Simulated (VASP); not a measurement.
The system is ZrO2.

```
Zr O
1.0
     0.00000    2.57220    2.57220
     2.57220    0.00000    2.57220
     2.57220    2.57220    0.00000
Zr O
1 2
Direct
  0.00000 0.00000 0.00000
  0.25000 0.25000 0.25000
  0.75000 0.75000 0.75000
```

This cell differs from its parent crystal: strain +1.1%.

Base run:

| Item | Value |
| --- | --- |
| Program | VASP 6.6.1 |
| Functional | PBE |
| Potentials or basis | VASP PAW PBE potentials, release 64 (Zr_sv, O) |
| Cutoff | 600 eV |
| k mesh | 8 × 8 × 8 |
| Occupations | fermi-dirac, width 0.02 eV |
| Spin | no spin polarisation |

Its results: band gap on the k mesh 3.27 eV (least direct gap 3.68 eV); pressure -3.7 GPa.

Q: The run is repeated on the same cell with these changes: functional from PBE to r2SCAN; cutoff from 600 eV to 660 eV; occupations from fermi-dirac, width 0.02 eV to gaussian, width 0.01 eV. What comes out?

A: Band gap on the k mesh 3.77 eV (least direct gap 4.15 eV); pressure -7.8 GPa.

Caveats: the cell stands under tension; the PAW data sets were made with another functional, which shifts forces and pressure a little (at least some runs).

A k mesh can miss the band edges.
